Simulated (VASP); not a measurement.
# Lu (Fm-3m) in VASP: notebook, part 2 of 2

VASP 6.6.1.

**3. Single point, PBE**

Input file INCAR:

```
ALGO = Normal
EDIFF = 1E-6
ENCUT = 600
GGA = PE
GGA_COMPAT = False
ISIF = 2
ISMEAR = -1
LASPH = True
LCHARG = False
LREAL = False
LWAVE = False
NBANDS = 18
NELM = 120
PREC = Accurate
SIGMA = 0.1
```

Input file KPOINTS:

```
k-points
0
Gamma
  4 4 4
```

Input file POSCAR:

```
Lu
1.0
   -2.4374253285      0.0000000000      2.4374253285
    0.0000000000      2.4374253285      2.4374253285
   -2.4374253285      2.4374253285      0.0000000000
Lu
1
Direct
    0.0000000000      0.0000000000      0.0000000000
```

Potentials or basis: VASP PAW PBE potentials, release 64 (Lu).

On the command line:

```console
> cat potpaw_PBE.64/Lu/POTCAR > POTCAR
> mpirun -np 1 vasp_std > vasp.out
```

OUTCAR:

```text
EDIFF = 1E-6
   ENCUT = 600
   GGA = PE
   ISIF = 2
   ISMEAR = -1
   LASPH = True
   LREAL = False
   NELM = 120
   PREC = Accurate

 ion  position               nearest neighbor table
   1  0.000  0.000  0.000-

  LATTYP: Found a face centered cubic cell.
 ALAT       =     4.8748506570

  Lattice vectors:

 A1 = (  -2.4374253285,   0.0000000000,   2.4374253285)
 A2 = (   0.0000000000,   2.4374253285,   2.4374253285)
 A3 = (  -2.4374253285,   2.4374253285,   0.0000000000)

Analysis of symmetry for initial positions (statically):
=====================================================================
 Subroutine PRICEL returns:
 Original cell was already a primitive cell.

 Routine SETGRP: Setting up the symmetry group for a
 face centered cubic supercell.

 Subroutine GETGRP returns: Found 48 space group operations
 (whereof 48 operations were pure point group operations)
 out of a pool of 48 trial point group operations.

The static configuration has the point symmetry O_h .

Analysis of symmetry for dynamics (positions and initial velocities):
=====================================================================
 Subroutine PRICEL returns:
 Original cell was already a primitive cell.

 Routine SETGRP: Setting up the symmetry group for a
 face centered cubic supercell.

 Subroutine GETGRP returns: Found 48 space group operations
 (whereof 48 operations were pure point group operations)
 out of a pool of 48 trial point group operations.

The dynamic configuration has the point symmetry O_h .

 Subroutine INISYM returns: Found 48 space group operations
 (whereof 48 operations are pure point group operations),
 and found     1 'primitive' translations

----------------------------------------------------------------------------------------

                                     Primitive cell

  volume of cell :      28.9617

  direct lattice vectors                    reciprocal lattice vectors
    -2.437425328  0.000000000  2.437425328    -0.205134489 -0.205134489  0.205134489
     0.000000000  2.437425328  2.437425328     0.205134489  0.205134489  0.205134489
    -2.437425328  2.437425328  0.000000000    -0.205134489  0.205134489 -0.205134489

  length of vectors
     3.447039957  3.447039957  3.447039957     0.355303358  0.355303358  0.355303358

  position of ions in fractional coordinates (direct lattice)
     0.000000000  0.000000000  0.000000000

  ion indices of the primitive-cell ions
   primitive index   ion index
                 1           1

----------------------------------------------------------------------------------------

 KPOINTS: k-points

Automatic generation of k-mesh.
 Grid dimensions read from file:
 generate k-points for:    4    4    4

 Generating k-lattice:

  Cartesian coordinates                     Fractional coordinates (reciprocal lattice)
    -0.051283622 -0.051283622  0.051283622     0.250000000  0.000000000  0.000000000
     0.051283622  0.051283622  0.051283622     0.000000000  0.250000000  0.000000000
    -0.051283622  0.051283622 -0.051283622     0.000000000  0.000000000  0.250000000

  Length of vectors
     0.088825839  0.088825839  0.088825839

  Shift w.r.t. Gamma in fractional coordinates (k-lattice)
     0.000000000  0.000000000  0.000000000

 Subroutine IBZKPT returns following result:
 ===========================================

 Found      8 irreducible k-points:

 Following reciprocal coordinates:
            Coordinates               Weight
  0.000000  0.000000  0.000000      1.000000
  0.250000  0.000000  0.000000      8.000000
  0.500000  0.000000  0.000000      4.000000
  0.250000  0.250000  0.000000      6.000000
  0.500000  0.250000  0.000000     24.000000
 -0.250000  0.250000  0.000000     12.000000
  0.500000  0.500000  0.000000      3.000000
 -0.250000  0.500000  0.250000      6.000000
   k-points           NKPTS =      8   k-points in BZ     NKDIM =      8   number of bands    NBANDS=     18
   number of dos      NEDOS =    301   number of ions     NIONS =      1
   total plane-waves  NPLWV =  21952
   dimension x,y,z NGX =    28 NGY =   28 NGZ =   28
   dimension x,y,z NGXF=    56 NGYF=   56 NGZF=   56
   ions per type =               1
   NGX,Y,Z   is equivalent  to a cutoff of  13.50, 13.50, 13.50 a.u.
   NGXF,Y,Z  is equivalent  to a cutoff of  27.01, 27.01, 27.01 a.u.
 SYSTEM =  unknown system
   PREC   = accura    normal or accurate (medium, high low for compatibility)
   ISTART =      0    job   : 0-new  1-cont  2-samecut
   ICHARG =      2    charge: 1-file 2-atom 10-const
   ISPIN  =      1    spin polarized calculation?
   LNONCOLLINEAR =      F non collinear calculations
   LSORBIT =      F    spin-orbit coupling
   LASPH  =      T    aspherical Exc in radial PAW
   ENCUT  =  600.0 eV  44.10 Ry    6.64 a.u.   6.88  6.88  6.88*2*pi/ulx,y,z
   NELM   =    120;   NELMIN=  2; NELMDL= -5     # of ELM steps
   EDIFF  = 0.1E-05   stopping-criterion for ELM
   LREAL  =      F    real-space projection
   EDIFFG = 0.1E-04   stopping-criterion for IOM
   NSW    =      0    number of steps for IOM
   IBRION =     -1    ionic relax: 0-MD 1-quasi-New 2-CG
   NFREE  =      0    steps in history (QN), initial steepest desc. (CG)
   ISIF   =      2    stress and relaxation
   ISYM   =      2    0-nonsym 1-usesym 2-fastsym
   POTIM  = 0.5000    time-step for ionic-motion
   TEBEG  =    0.0;   TEEND  =   0.0 temperature during run
   PSTRESS=    0.0 pullay stress
   NELECT =      25.0000    total number of electrons
   NUPDOWN=      -1.0000    fix difference up-down
   EMIN   =  10.00;   EMAX   =-10.00  energy-range for DOS
   EFERMI =   0.00;   METHOD = LEGACY
   ISMEAR =    -1;   SIGMA  =   0.10  broadening in eV -4-tet -1-fermi 0-gaus
   EFERMI_NEDOS =   21; number of points for ismear=-14 and -15
   IALGO  =     38    algorithm
   IMIX   =      4    mixing-type and parameters
     AMIX     =   0.40;   BMIX     =  1.00
     AMIX_MAG =   1.60;   BMIX_MAG =  1.00
  volume/ion in A,a.u.               =      28.96       195.44
  Fermi-wavevector in a.u.,A,eV,Ry     =   1.558763  2.945636 33.058662  2.429743
  Thomas-Fermi vector in A             =   2.662220
   LORBIT       =      0    0 simple, 1 ext, 2 COOP (PROOUT), +10 PAW based schemes
   GGA     = PE    functional components
   LHFCALC =     F    Hartree Fock is set to
   AEXX    =    0.0000 exact exchange contribution
   IVDW    =     0    specifies the selected vdW correction
   LEPSILON=     F    determine dielectric tensor
   LRPA    =     F    only Hartree local field effects (RPA)
 non-spin polarized calculation
  energy-cutoff  :      600.00
  volume of cell :       28.96
 maximum number of plane-waves:       982
   NGX = 13   NGY = 13   NGZ = 13

 number of electron      25.0000004 magnetization

 Free energy of the ion-electron system (eV)
  ---------------------------------------------------
  ext. energy  EPLUGINS =         0.00000000
  ---------------------------------------------------
  free energy    TOTEN  =        -4.50835491 eV

  energy without entropy =       -4.46192379  energy(sigma->0) =       -4.48513935

 E-fermi :   2.4660     XC(G=0): -10.6943

 val. band max:        1.9709336190   @ k =   0.5000   0.2500   0.0000
 cond. band min:       2.5749816136   @ k =  -0.2500   0.5000   0.2500
 fundamental gap:      0.6040479946
 Fermi energy:         2.4659695124

 k-point     1 :       0.0000    0.0000    0.0000
  band No.  band energies     occupation
      1     -53.9352      2.00000
      2     -24.3553      2.00000
      3     -24.3553      2.00000
      4     -24.3553      2.00000
      5      -3.7920      2.00000
      6      -2.7371      2.00000
[... 10 lines left out ...]
     17       6.9360      0.00000
     18      12.5797      0.00000

 k-point     2 :       0.2500    0.0000    0.0000
  band No.  band energies     occupation
      1     -53.9201      2.00000
      2     -24.6131      2.00000
      3     -24.3895      2.00000
      4     -24.3895      2.00000
      5      -2.7158      2.00000
      6      -2.6861      2.00000
[... 10 lines left out ...]
     17       6.9058      0.00000
     18      12.3375      0.00000
[... 106 lines left out ...]
 k-point     8 :      -0.2500    0.5000    0.2500
  band No.  band energies     occupation
      1     -53.8951      2.00000
      2     -24.6845      2.00000
      3     -24.6845      2.00000
      4     -24.5434      2.00000
      5      -2.6860      2.00000
      6      -2.6805      2.00000
[... 10 lines left out ...]
     17      10.0736      0.00000
     18      10.6006      0.00000

------------------------ aborting loop because EDIFF is reached ----------------------------------------

  FORCE on cell =-STRESS in cart. coord.  units (eV):
  Direction    XX          YY          ZZ          XY          YZ          ZX
  --------------------------------------------------------------------------------------
  -------------------------------------------------------------------------------------
  Total        0.2108245      0.2108245      0.2108245      0.0000000     -0.0000000      0.0000000
  in kB       11.6629288     11.6629288     11.6629288      0.0000000     -0.0000000      0.0000000
  external PRESSURE =      11.6629288 kB  Pullay stress =       0.0000000 kB

 VOLUME and BASIS-vectors are now :
 -----------------------------------------------------------------------------
  energy-cutoff  :      600.00
  volume of cell :       28.96
      direct lattice vectors                 reciprocal lattice vectors
    -2.437425328  0.000000000  2.437425328    -0.205134489 -0.205134489  0.205134489
     0.000000000  2.437425328  2.437425328     0.205134489  0.205134489  0.205134489
    -2.437425328  2.437425328  0.000000000    -0.205134489  0.205134489 -0.205134489

 POSITION                                       TOTAL-FORCE (eV/Angst)
 -----------------------------------------------------------------------------------
      0.00000      0.00000      0.00000         0.000000      0.000000      0.000000
 -----------------------------------------------------------------------------------
    total drift:                                0.000000     -0.000000     -0.000000

  FREE ENERGIE OF THE ION-ELECTRON SYSTEM (eV)
  ---------------------------------------------------
  free  energy   TOTEN  =        -4.5083549103 eV

  energy  without entropy=       -4.4619237897  energy(sigma->0) =       -4.48513935
```

Wall time 7.6 s (1 thread of Intel Xeon Platinum 8488C (Sapphire Rapids), shared host); peak memory 0.17 GiB.

Results:

```
Free energy : -4.5084 eV
Pressure    : 1.2 GPa
```

Caveat: the k points lie up to 0.56 Å⁻¹ apart; spin-orbit coupling is left out, which moves the levels of the heavy elements.
